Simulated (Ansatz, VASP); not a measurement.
## NaF: VASP beside Ansatz

```xyz
2
Lattice="0.0000 2.3477 2.3477 2.3477 0.0000 2.3477 2.3477 2.3477 0.0000" Properties=species:S:1:pos:R:3 pbc="T T T"
Na    0.0000    0.0000    0.0000
F     2.3477    2.3477    2.3477
```

Alike in both runs: functional PBE; k mesh 6 × 6 × 6; occupations gaussian, width 0.1 eV; no spin polarisation.

Ansatz relaxed the structure, and its values are those at the end. VASP's run is a single point on that final structure, the one shown.

```csv
,VASP,Ansatz
version,VASP 6.6.1,Ansatz 0.2.0
potentials or method,"VASP PAW PBE potentials, release 64 (Na_pv, F), cutoff 600 eV","scalar-relativistic, plane waves, PAW"
valence electrons in the cell,14,16
```

|  | VASP | Ansatz | Ansatz less VASP |
| --- | --- | --- | --- |
| gap on the k mesh at the Fermi level (eV) | 6.09 | 6.11 | +0.014 |
| least direct gap on the mesh (eV) | 6.09 | 6.11 | +0.014 |
| pressure (GPa) | -0.1 | 0.2 | +0.25 |

The functional is the same, so the differences come from potentials, cutoffs and numerics. VASP's potentials hold 14 valence electrons a cell and Ansatz's 16, so a difference there can come from the potentials and not from the codes.
